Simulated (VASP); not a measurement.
P, 1 atom in the cell. The structure is cubic, space group Pm-3m (No. 221). The conventional cell has a = 2.424 Å, b = 2.424 Å, c = 2.424 Å, α = 90.00°, β = 90.00°, γ = 90.00°. P (site symmetry m-3m) has 6 P at 2.42 Å within 3.2 Å.  This cell differs from its parent crystal: volume scaled by 0.88.

- Program: VASP 6.6.1
- Task: single point
- Functional: BLYP
- Potentials or basis: VASP PAW PBE potentials, release 64 (P)
- Cutoff: 520 eV
- k mesh: 14 × 14 × 14
- Occupations: fermi-dirac, width 0.1 eV
- Spin: no spin polarisation
- Dipole correction: no
- Further INCAR settings: ALGO = Normal; EDIFF = 1e-06; NBANDS = 8

Potentials or basis: VASP PAW PBE potentials, release 64 (P).

Command:

```sh
$ cat potpaw_PBE.64/P/POTCAR > POTCAR
$ mpirun -np 1 vasp_std > vasp.out
```

Hardware: 1 thread of Intel(R) Xeon(R) Platinum 8375C CPU @ 2.90GHz (Ice Lake), with other jobs on the host.

**Question.** Estimate the wall time of this run.

**Answer.** Wall time 6.3 s on 1 thread of Intel(R) Xeon(R) Platinum 8375C CPU @ 2.90GHz (Ice Lake), with other jobs on the host, peak memory 0.12 GiB. Counts: scf iterations 10, k points 120.
